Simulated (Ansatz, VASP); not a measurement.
**Two plane-wave programs on MgS**

```xyz
2
Lattice="0.0000 2.6015 2.6738 2.6015 0.0000 2.6738 2.6015 2.6015 0.0000" Properties=species:S:1:pos:R:3 pbc="T T T"
Mg    0.0000    0.0000    0.0000
S     2.6015    2.6015    2.6738
```

Change from the starting cell: uniaxial_z strain +2.8%.

Alike in both runs: task single point; functional r2SCAN; k mesh 8 × 8 × 8; no spin polarisation.

```csv
,VASP,Ansatz
version,VASP 6.6.1,Ansatz 0.2.0
potentials or method,"VASP PAW PBE potentials, release 64 (Mg, S)","plane waves, PAW"
plane-wave cutoff (eV),520,500
occupations,"gaussian, width 0.01 eV",fixed
valence electrons in the cell,8,16
```

Ansatz gave:

| Property | Result |
| --- | --- |
| gap on the k mesh at the Fermi level (eV) | 3.29 |
| pressure (GPa) | -2.0 |
| traceless stress, the component that is largest in VASP (GPa) | -1.60 |

Problem. What did VASP give for the same quantities?

Solution. gap on the k mesh at the Fermi level (eV): 3.26; pressure (GPa): -2.4; traceless stress, the component that is largest in VASP (GPa): -1.57.

VASP's potentials were made for PBE, not for r2SCAN. VASP's potentials hold 8 valence electrons a cell and Ansatz's 16, so a difference there can come from the potentials and not from the codes.
